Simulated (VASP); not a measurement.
# MgO (Fm-3m) in VASP: further runs

MgO is run at these levels: PBE; tasks: single point.

All numbers are computed with VASP 6.6.1; they aren't measurements. Logs are shortened: lines on timing, memory, paths and dates and some standing lists are left out, and cuts for length are marked.

## 1. The cell of the first run

Symmetry: Fm-3m, No. 225, cubic system. Conventional cell: a = 4.213 Å, b = 4.213 Å, c = 4.213 Å, α = 90.00°, β = 90.00°, γ = 90.00°. Within 2.8 Å of Mg (site symmetry m-3m) lie 6 O at 2.11 Å. O (site symmetry m-3m) has 6 Mg at 2.11 Å within 2.8 Å.

## 2. Single point, PBE

The input, INCAR:

```
SYSTEM = MgO
PREC = Accurate
ENCUT = 600
EDIFF = 1E-6
ISMEAR = -1
SIGMA = 0.05
LREAL = .FALSE.
LASPH = .TRUE.
NELM = 120
ALGO = Normal
ISIF = 2
LWAVE = .FALSE.
LCHARG = .FALSE.
GGA = PE
NBANDS = 11
GGA_COMPAT = .FALSE.
```

The input, KPOINTS:

```
regular mesh
0
G
  9 9 9
  0 0 0
```

The input, POSCAR:

```
MgO
1.0
    0.0000000000      2.1064000000      2.1064000000
    2.1064000000      0.0000000000      2.1064000000
    2.1064000000      2.1064000000      0.0000000000
Mg O
1 1
Direct
    0.0000000000      0.0000000000      0.0000000000
    0.5000000000      0.5000000000      0.5000000000
```

Potentials or basis: VASP PAW PBE potentials, release 64 (Mg, O).

The run is started by

```sh
$ cat potpaw_PBE.64/Mg/POTCAR potpaw_PBE.64/O/POTCAR > POTCAR
$ mpirun -np 1 vasp_std > vasp.out
```

OUTCAR:

```text
SYSTEM = MgO
   PREC = Accurate
   ENCUT = 600
   EDIFF = 1E-6
   ISMEAR = -1
   LREAL = .FALSE.
   LASPH = .TRUE.
   NELM = 120
   ISIF = 2
   GGA = PE

 ion  position               nearest neighbor table
   1  0.000  0.000  0.000-   2 2.11   2 2.11   2 2.11   2 2.11   2 2.11   2 2.11
   2  0.500  0.500  0.500-   1 2.11   1 2.11   1 2.11   1 2.11   1 2.11   1 2.11

  LATTYP: Found a face centered cubic cell.
 ALAT       =     4.2128000000

  Lattice vectors:

 A1 = (   0.0000000000,   2.1064000000,   2.1064000000)
 A2 = (   2.1064000000,   0.0000000000,   2.1064000000)
 A3 = (   2.1064000000,   2.1064000000,   0.0000000000)

Analysis of symmetry for initial positions (statically):
=====================================================================
 Subroutine PRICEL returns:
 Original cell was already a primitive cell.

 Routine SETGRP: Setting up the symmetry group for a
 face centered cubic supercell.

 Subroutine GETGRP returns: Found 48 space group operations
 (whereof 48 operations were pure point group operations)
 out of a pool of 48 trial point group operations.

The static configuration has the point symmetry O_h .

Analysis of symmetry for dynamics (positions and initial velocities):
=====================================================================
 Subroutine PRICEL returns:
 Original cell was already a primitive cell.

 Routine SETGRP: Setting up the symmetry group for a
 face centered cubic supercell.

 Subroutine GETGRP returns: Found 48 space group operations
 (whereof 48 operations were pure point group operations)
 out of a pool of 48 trial point group operations.

The dynamic configuration has the point symmetry O_h .

 Subroutine INISYM returns: Found 48 space group operations
 (whereof 48 operations are pure point group operations),
 and found     1 'primitive' translations

----------------------------------------------------------------------------------------

                                     Primitive cell

  volume of cell :      18.6919

  direct lattice vectors                    reciprocal lattice vectors
     0.000000000  2.106400000  2.106400000    -0.237371819  0.237371819  0.237371819
     2.106400000  0.000000000  2.106400000     0.237371819 -0.237371819  0.237371819
     2.106400000  2.106400000  0.000000000     0.237371819  0.237371819 -0.237371819

  length of vectors
[... 82 lines left out ...]
   EDIFF  = 0.1E-05   stopping-criterion for ELM
   LREAL  =      F    real-space projection
   EDIFFG = 0.1E-04   stopping-criterion for IOM
   NSW    =      0    number of steps for IOM
   IBRION =     -1    ionic relax: 0-MD 1-quasi-New 2-CG
   NFREE  =      0    steps in history (QN), initial steepest desc. (CG)
   ISIF   =      2    stress and relaxation
   ISYM   =      2    0-nonsym 1-usesym 2-fastsym
   POTIM  = 0.5000    time-step for ionic-motion
   TEBEG  =    0.0;   TEEND  =   0.0 temperature during run
   PSTRESS=    0.0 pullay stress
   NELECT =       8.0000    total number of electrons
   NUPDOWN=      -1.0000    fix difference up-down
   EMIN   =  10.00;   EMAX   =-10.00  energy-range for DOS
   EFERMI =   0.00;   METHOD = LEGACY
   ISMEAR =    -1;   SIGMA  =   0.05  broadening in eV -4-tet -1-fermi 0-gaus
   EFERMI_NEDOS =   21; number of points for ismear=-14 and -15
   IALGO  =     38    algorithm
   IMIX   =      4    mixing-type and parameters
     AMIX     =   0.40;   BMIX     =  1.00
     AMIX_MAG =   1.60;   BMIX_MAG =  1.00
  volume/ion in A,a.u.               =       9.35        63.07
  Fermi-wavevector in a.u.,A,eV,Ry     =   1.233731  2.331414 20.709338  1.522093
  Thomas-Fermi vector in A             =   2.368450
   LORBIT       =      0    0 simple, 1 ext, 2 COOP (PROOUT), +10 PAW based schemes
   GGA     = PE    functional components
   LHFCALC =     F    Hartree Fock is set to
   AEXX    =    0.0000 exact exchange contribution
   IVDW    =     0    specifies the selected vdW correction
   LEPSILON=     F    determine dielectric tensor
   LRPA    =     F    only Hartree local field effects (RPA)
 non-spin polarized calculation
  energy-cutoff  :      600.00
  volume of cell :       18.69
 maximum number of plane-waves:       637
   NGX = 11   NGY = 11   NGZ = 11

 number of electron       8.0000005 magnetization

 Free energy of the ion-electron system (eV)
  ---------------------------------------------------
  ext. energy  EPLUGINS =         0.00000000
  ---------------------------------------------------
  free energy    TOTEN  =       -11.90919462 eV

  energy without entropy =      -11.90919462  energy(sigma->0) =      -11.90919462

 E-fermi :   4.2898     XC(G=0): -11.0758

 val. band max:        3.1810444541   @ k =   0.0000   0.0000   0.0000
 cond. band min:       7.9036541751   @ k =   0.0000   0.0000   0.0000
 fundamental gap:      4.7226097210
 Fermi energy:         4.2898215498

 k-point     1 :       0.0000    0.0000    0.0000
  band No.  band energies     occupation
      1     -14.0787      2.00000
      2       3.1810      2.00000
      3       3.1810      2.00000
      4       3.1810      2.00000
      5       7.9037      0.00000
      6      18.9803      0.00000
      7      18.9803      0.00000
      8      18.9803      0.00000
      9      22.8944      0.00000
     10      24.6694      0.00000
     11      24.6694      0.00000
[... 309 lines left out ...]
 k-point    24 :       0.4444    0.4444    0.0000
  band No.  band energies     occupation
      1     -12.5875      2.00000
      2      -0.8295      2.00000
      3       1.8678      2.00000
      4       1.8678      2.00000
      5      12.4043      0.00000
      6      13.1259      0.00000
      7      16.2875      0.00000
      8      22.0544      0.00000
      9      22.0544      0.00000
     10      28.7107      0.00000
     11      29.6695      0.00000

 [... further k-points ...]
[... 5 lines left out ...]
  --------------------------------------------------------------------------------------
  -------------------------------------------------------------------------------------
  Total        0.4209221      0.4209221      0.4209221      0.0000000      0.0000000      0.0000000
  in kB       36.0794402     36.0794402     36.0794402      0.0000000      0.0000000      0.0000000
  external PRESSURE =      36.0794402 kB  Pullay stress =       0.0000000 kB

 VOLUME and BASIS-vectors are now :
 -----------------------------------------------------------------------------
  energy-cutoff  :      600.00
  volume of cell :       18.69
      direct lattice vectors                 reciprocal lattice vectors
     0.000000000  2.106400000  2.106400000    -0.237371819  0.237371819  0.237371819
     2.106400000  0.000000000  2.106400000     0.237371819 -0.237371819  0.237371819
     2.106400000  2.106400000  0.000000000     0.237371819  0.237371819 -0.237371819

 POSITION                                       TOTAL-FORCE (eV/Angst)
 -----------------------------------------------------------------------------------
      0.00000      0.00000      0.00000        -0.000000     -0.000000      0.000000
      2.10640      2.10640      2.10640         0.000000      0.000000      0.000000
 -----------------------------------------------------------------------------------
    total drift:                               -0.000000     -0.000000      0.000000

  FREE ENERGIE OF THE ION-ELECTRON SYSTEM (eV)
  ---------------------------------------------------
  free  energy   TOTEN  =       -11.9091946172 eV

  energy  without entropy=      -11.9091946172  energy(sigma->0) =      -11.90919462
```

stdout:

```text
POSCAR found type information on POSCAR MgO
 POSCAR found :  2 types and       2 ions
 scaLAPACK will be used
 LDA part: xc-table for (Slater+PW92), standard interpolation
 POSCAR, INCAR and KPOINTS ok, starting setup
 FFT: planning ... GRIDC
 FFT: planning ... GRID_SOFT
 FFT: planning ... GRID
 WAVECAR not read
 entering main loop
```

It used 9.7 s of CPU time on 1 thread of AMD EPYC 7R13 Processor (Zen 3) (shared host).

Results:

* Free energy: -11.9092 eV
* Pressure: 3.6 GPa
* Band gap on the k mesh: 4.72 eV, direct

## 3. Single point, PBE

The input, INCAR:

```
PREC = Accurate
ENCUT = 600
EDIFF = 1E-6
ISMEAR = -1
SIGMA = 0.05
LREAL = False
LASPH = True
NELM = 120
ALGO = Normal
ISIF = 2
LWAVE = False
LCHARG = False
GGA = PE
NBANDS = 11
GGA_COMPAT = False
```

The input, KPOINTS:

```
Automatic mesh
0
Gamma
  9 9 9
```

POSCAR is that of step 2.

Potentials or basis: VASP PAW PBE potentials, release 64 (Mg, O).

The run is started by

```sh
$ cat potpaw_PBE.64/Mg/POTCAR potpaw_PBE.64/O/POTCAR > POTCAR
$ mpirun -np 1 vasp_std > vasp.out
```

It used 10 s of CPU time on 1 thread of AMD EPYC 7R13 Processor (Zen 3), with other jobs on the host.

Results (log left out):

| Quantity | Value |
| --- | --- |
| Free energy | -11.9092 eV |
| Pressure | 3.6 GPa |
| Band gap on the k mesh | 4.72 eV, direct |

Levels at points of the mesh, in eV from the valence-band top:
```csv
k point,band 1,band 2,band 3,band 4,band 5,band 6,band 7,band 8
"(0.00, 0.00, 0.00)",-17.26,0.00,0.00,0.00,4.72,15.80,15.80,15.80
```

## 4. Single point, PBE

The input, INCAR:

```
SYSTEM = MgO
ALGO = Normal ; EDIFF = 1E-6
ENCUT = 600 ; GGA = PE
GGA_COMPAT = .FALSE. ; ISIF = 2
ISMEAR = 1 ; LASPH = .TRUE.
LCHARG = .FALSE. ; LREAL = .FALSE.
LWAVE = .FALSE. ; NBANDS = 11
NELM = 120 ; PREC = Accurate
SIGMA = 0.3
```

The input, KPOINTS:

```
k-points
0
G
  9 9 9
  0 0 0
```

POSCAR is that of step 3.

Potentials or basis: VASP PAW PBE potentials, release 64 (Mg, O).

The run is started by

```sh
$ cat potpaw_PBE.64/Mg/POTCAR potpaw_PBE.64/O/POTCAR > POTCAR
$ mpirun -np 1 vasp_std > vasp.out
```

OUTCAR:

```text
SYSTEM = MgO
   EDIFF = 1E-6
   ENCUT = 600
   GGA = PE
   ISIF = 2
   ISMEAR = 1
   LASPH = .TRUE.
   LREAL = .FALSE.
   NELM = 120
   PREC = Accurate

 ion  position               nearest neighbor table
   1  0.000  0.000  0.000-   2 2.11   2 2.11   2 2.11   2 2.11   2 2.11   2 2.11
   2  0.500  0.500  0.500-   1 2.11   1 2.11   1 2.11   1 2.11   1 2.11   1 2.11

  LATTYP: Found a face centered cubic cell.
 ALAT       =     4.2128000000

  Lattice vectors:

 A1 = (   0.0000000000,   2.1064000000,   2.1064000000)
 A2 = (   2.1064000000,   0.0000000000,   2.1064000000)
 A3 = (   2.1064000000,   2.1064000000,   0.0000000000)

Analysis of symmetry for initial positions (statically):
=====================================================================
 Subroutine PRICEL returns:
 Original cell was already a primitive cell.

 Routine SETGRP: Setting up the symmetry group for a
 face centered cubic supercell.

 Subroutine GETGRP returns: Found 48 space group operations
 (whereof 48 operations were pure point group operations)
 out of a pool of 48 trial point group operations.

The static configuration has the point symmetry O_h .

Analysis of symmetry for dynamics (positions and initial velocities):
=====================================================================
 Subroutine PRICEL returns:
 Original cell was already a primitive cell.

 Routine SETGRP: Setting up the symmetry group for a
 face centered cubic supercell.

 Subroutine GETGRP returns: Found 48 space group operations
 (whereof 48 operations were pure point group operations)
 out of a pool of 48 trial point group operations.

The dynamic configuration has the point symmetry O_h .

 Subroutine INISYM returns: Found 48 space group operations
 (whereof 48 operations are pure point group operations),
 and found     1 'primitive' translations

----------------------------------------------------------------------------------------

                                     Primitive cell

  volume of cell :      18.6919
[... 112 lines left out ...]
  Thomas-Fermi vector in A             =   2.368450
   LORBIT       =      0    0 simple, 1 ext, 2 COOP (PROOUT), +10 PAW based schemes
   GGA     = PE    functional components
   LHFCALC =     F    Hartree Fock is set to
   AEXX    =    0.0000 exact exchange contribution
   IVDW    =     0    specifies the selected vdW correction
   LEPSILON=     F    determine dielectric tensor
   LRPA    =     F    only Hartree local field effects (RPA)
 non-spin polarized calculation
 Methfessel and Paxton  Order N= 1 SIGMA  =   0.30
  energy-cutoff  :      600.00
  volume of cell :       18.69
 maximum number of plane-waves:       637
   NGX = 11   NGY = 11   NGZ = 11

 number of electron       8.0000005 magnetization

 Free energy of the ion-electron system (eV)
  ---------------------------------------------------
  ext. energy  EPLUGINS =         0.00000000
  ---------------------------------------------------
  free energy    TOTEN  =       -11.90738572 eV

  energy without entropy =      -11.91294386  energy(sigma->0) =      -11.90923844

 E-fermi :   3.2379     XC(G=0): -11.0759

 val. band max:        3.1800258012   @ k =   0.0000   0.0000   0.0000
 cond. band min:       7.9032687027   @ k =   0.0000   0.0000   0.0000
 fundamental gap:      4.7232429015
 Fermi energy:         3.2379108252

 k-point     1 :       0.0000    0.0000    0.0000
  band No.  band energies     occupation
      1     -14.0796      2.00000
      2       3.1800      1.31993
      3       3.1800      1.31993
      4       3.1800      1.31993
      5       7.9033     -0.00000
      6      18.9802      0.00000
      7      18.9802      0.00000
      8      18.9802      0.00000
      9      22.8945      0.00000
     10      24.6692      0.00000
     11      24.6692      0.00000
[... 309 lines left out ...]
 k-point    24 :       0.4444    0.4444    0.0000
  band No.  band energies     occupation
      1     -12.5885      2.00000
      2      -0.8301      2.00000
      3       1.8670      2.00000
      4       1.8670      2.00000
      5      12.4042      0.00000
      6      13.1257      0.00000
      7      16.2869      0.00000
      8      22.0540      0.00000
      9      22.0540      0.00000
     10      28.7104      0.00000
     11      29.6693      0.00000

 [... further k-points ...]
[... 5 lines left out ...]
  --------------------------------------------------------------------------------------
  -------------------------------------------------------------------------------------
  Total        0.4152737      0.4152737      0.4152737      0.0000000     -0.0000000      0.0000000
  in kB       35.5952826     35.5952826     35.5952826      0.0000000     -0.0000000      0.0000000
  external PRESSURE =      35.5952826 kB  Pullay stress =       0.0000000 kB

 VOLUME and BASIS-vectors are now :
 -----------------------------------------------------------------------------
  energy-cutoff  :      600.00
  volume of cell :       18.69
      direct lattice vectors                 reciprocal lattice vectors
     0.000000000  2.106400000  2.106400000    -0.237371819  0.237371819  0.237371819
     2.106400000  0.000000000  2.106400000     0.237371819 -0.237371819  0.237371819
     2.106400000  2.106400000  0.000000000     0.237371819  0.237371819 -0.237371819

 POSITION                                       TOTAL-FORCE (eV/Angst)
 -----------------------------------------------------------------------------------
      0.00000      0.00000      0.00000         0.000000     -0.000000     -0.000000
      2.10640      2.10640      2.10640        -0.000000      0.000000      0.000000
 -----------------------------------------------------------------------------------
    total drift:                               -0.000000     -0.000000      0.000000

  FREE ENERGIE OF THE ION-ELECTRON SYSTEM (eV)
  ---------------------------------------------------
  free  energy   TOTEN  =       -11.9073857235 eV

  energy  without entropy=      -11.9129438629  energy(sigma->0) =      -11.90923844
```

It used 11 s of CPU time on 1 thread of AMD EPYC 7R13 Processor (Zen 3), on a shared host.

What came out:

```
Free energy            : -11.9074 eV
Pressure               : 3.6 GPa
Band gap on the k mesh : 4.72 eV, direct
```

As with any semilocal functional, this PBE gap is likely too small.
